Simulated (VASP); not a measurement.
Input of a VASP 6.6.1 run:

Contents of INCAR:

```
PREC = Accurate ; ENCUT = 520
EDIFF = 1E-6 ; ISMEAR = -1
SIGMA = 0.08 ; LREAL = False
LASPH = True ; NELM = 100
ALGO = Normal ; ISIF = 2
LWAVE = False ; LCHARG = False
GGA = PE ; NBANDS = 12
```

File KPOINTS:

```
regular mesh
0
Gamma
  15 15 14
```

Contents of POSCAR:

```
Ti
1.0
    2.3231570944      0.0000000000      0.0000000000
   -1.1615785472      2.0119130607      0.0000000000
    0.0000000000      0.0000000000      2.2720861582
Ti
1
Direct
    0.0000000000      0.0000000000      0.0000000000
```

Potentials or basis: VASP PAW PBE potentials, release 64 (Ti_sv).

Launch:

```sh
$ cat potpaw_PBE.64/Ti_sv/POTCAR > POTCAR
$ mpirun -np 1 vasp_std > vasp.out
```

Task: What does it give for the pressure?

Result: 114.1 GPa.

Task: Predict the band gap on the k mesh.

Result: Zero (band 6 reaches 15.29 eV, above the bottom of band 7 at 13.64 eV).

Stress tensor (GPa, compression positive):
```
114.41   0.00   0.00
  0.00 114.41   0.00
  0.00   0.00 113.52
```
